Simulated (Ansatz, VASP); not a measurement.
SbMo in VASP and in Ansatz

INCAR

```
SYSTEM = SbMo
ALGO = Normal
EDIFF = 1E-6
ENCUT = 520
GGA = CA
ISIF = 2
ISMEAR = -1
LASPH = .True.
LCHARG = .False.
LREAL = .False.
LWAVE = .False.
NBANDS = 16
NELM = 60
PREC = Accurate
SIGMA = 0.1
```

File KPOINTS:

```
k-points
0
Gamma
  13 13 13
  0 0 0
```

The input POSCAR:

```
SbMo
1.0
    0.0000000000      2.7088845096      2.7088845096
    2.7088845096      0.0000000000      2.7088845096
    2.7088845096      2.7088845096      0.0000000000
Mo Sb
1 1
Direct
    0.0000000000      0.0000000000      0.0000000000
    0.5000000000      0.5000000000      0.5000000000
```

Input for Ansatz:

```yaml
crystal:
  lattice:
    - [0.0, 2.7088845096, 2.7088845096]
    - [2.7088845096, 0.0, 2.7088845096]
    - [2.7088845096, 2.7088845096, 0.0]
  atoms:
    - { symbol: Mo, position: [0.0, 0.0, 0.0] }
    - { symbol: Sb, position: [0.5, 0.5, 0.5] }
kpoints:
  mp_grid: { grid: [13, 13, 13] }
  band_path:
    path:
      - [0.0, 0.0, 0.0]
      - [0.5, 0.0, 0.5]
      - [0.625, 0.25, 0.625]
      - [0.375, 0.375, 0.75]
      - [0.0, 0.0, 0.0]
      - [0.5, 0.5, 0.5]
      - [0.5, 0.25, 0.75]
      - [0.5, 0.0, 0.5]
    npoints: 14
scf:
  occupations: { method: fermi_dirac, width: 0.1 }
hamiltonian:
  xc: lda
  pseudopotentials: { kind: all_electron, lapw: { basis_error: 0.001 } }
output:
  forces: true
  stress: true
  eigenvalues: true
  populations: true
  dos: { projected: true, de: 0.2, e_range: [-14, 8] }
```

Alike in both runs: task single point; functional LDA; k mesh 13 × 13 × 13; occupations fermi-dirac, width 0.1 eV; no spin polarisation.

|  | VASP | Ansatz |
| --- | --- | --- |
| version | VASP 6.6.1 | Ansatz 0.2.0 |
| potentials or method | VASP PAW LDA potentials, release 64 (Mo_sv, Sb), cutoff 520 eV | all-electron LAPW, scalar-relativistic |

Ansatz gave:

| Quantity | Value |
| --- | --- |
| pressure (GPa) | 0.0 |

**Question.** What did VASP give for the same quantities?

**Answer.** Pressure (GPa): 0.4.

LDA's correlation is that of Perdew and Zunger in VASP and of Perdew and Wang (1992) in Ansatz. Ansatz ran all-electron here, and VASP with PAW potentials.

Spin-orbit coupling is off throughout.
